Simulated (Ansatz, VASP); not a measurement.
**PbS: VASP beside Ansatz**

The input POSCAR:

```
PbS
1.0
    0.0000000000      3.1067219694      2.9575150206
    3.1067219694      0.0000000000      2.9575150206
    3.1067219694      3.1067219694      0.0000000000
Pb S
1 1
Direct
    0.0000000000      0.0000000000      0.0000000000
    0.5000000000      0.5000000000      0.5000000000
```

INCAR.step1

```
PREC = Accurate ; ENCUT = 520
ISMEAR = 0 ; SIGMA = 0.01
LREAL = F ; LASPH = T
NELM = 60 ; NBANDS = 17
GGA = PE ; ALGO = Normal
EDIFF = 1E-4 ; LWAVE = T
LCHARG = F
```

The input INCAR.step2:

```
PREC = Accurate ; ENCUT = 520
EDIFF = 1E-6 ; ISMEAR = 0
SIGMA = 0.01 ; LREAL = F
LASPH = T ; NELM = 60
ALGO = Normal ; ISIF = 2
LWAVE = F ; LCHARG = F
METAGGA = R2SCAN ; LMIXTAU = T
NBANDS = 17 ; ISTART = 1
```

File KPOINTS:

```
Automatic mesh
0
Gamma
  8 8 8
```

Input for Ansatz:

```yaml
crystal:
  lattice:
    - [0.0, 3.1067219694, 2.9575150206]
    - [3.1067219694, 0.0, 2.9575150206]
    - [3.1067219694, 3.1067219694, 0.0]
  atoms:
    - { symbol: Pb, position: [0.0, 0.0, 0.0] }
    - { symbol: S, position: [0.5, 0.5, 0.5] }
kpoints:
  mp_grid: { grid: [8, 8, 8] }
  band_path:
    path:
      - [0.0, 0.0, 0.0]
      - [0.5, 0.0, 0.5]
      - [0.625, 0.25, 0.625]
      - [0.375, 0.375, 0.75]
      - [0.5, 0.5, 0.5]
      - [0.5, 0.25, 0.75]
      - [0.0, 0.0, 0.5]
    npoints: 1
hamiltonian:
  xc: r2scan
scf:
  occupations: { method: fixed }
  n_extra_bands: 4
output:
  forces: true
  stress: true
  eigenvalues: true
```

Change from the starting cell: epitaxial_xy strain +4.0%.

Alike in both runs: task single point; functional r2SCAN; k mesh 8 × 8 × 8; no spin polarisation.

|  | VASP | Ansatz |
| --- | --- | --- |
| version | VASP 6.6.1 | Ansatz 0.2.0 |
| potentials or method | VASP PAW PBE potentials, release 64 (Pb_d, S) | plane waves, PAW |
| plane-wave cutoff (eV) | 520 | 500 |
| occupations | gaussian, width 0.01 eV | fixed |
| valence electrons in the cell | 20 | 20 |

```tsv
	VASP	Ansatz	Ansatz less VASP
gap on the k mesh at the Fermi level (eV)	0.86	0.85	-0.008
pressure (GPa)	-3.1	-3.1	+0.03
traceless stress, the component that is largest in VASP (GPa)	3.11	3.09	-0.015
```

VASP's potentials were made for PBE, not for r2SCAN.

Spin-orbit coupling is off throughout.
